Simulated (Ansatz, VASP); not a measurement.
**Re in VASP and in Ansatz**

```
Re
1.0
     2.75964    0.00000    0.00000
    -1.37982    2.38992    0.00000
     0.00000    0.00000    4.86698
Re
2
Direct
  0.33333 0.66667 0.25000
  0.66667 0.33333 0.75000
```

Alike in both runs: task single point; functional PBE; k mesh 18 × 18 × 10; occupations gaussian, width 0.1 eV; no spin polarisation.

|  | VASP | Ansatz |
| --- | --- | --- |
| version | VASP 6.6.1 | Ansatz 0.2.0 |
| potentials or method | VASP PAW PBE potentials, release 64 (Re), cutoff 520 eV | scalar-relativistic, plane waves, PAW |
| valence electrons in the cell | 14 | 30 |

```csv
,VASP,Ansatz,Ansatz less VASP
gap on the k mesh at the Fermi level (eV),none,none,-
pressure (GPa),-20.4,-19.5,+0.82
"traceless stress, the component that is largest in VASP (GPa)",-20.83,-21.08,-0.243
```

A gap of «none» marks a metal or a gap that the smearing closes. VASP's potentials hold 14 valence electrons a cell and Ansatz's 30, so a difference there can come from the potentials and not from the codes.

Spin-orbit coupling is off throughout.
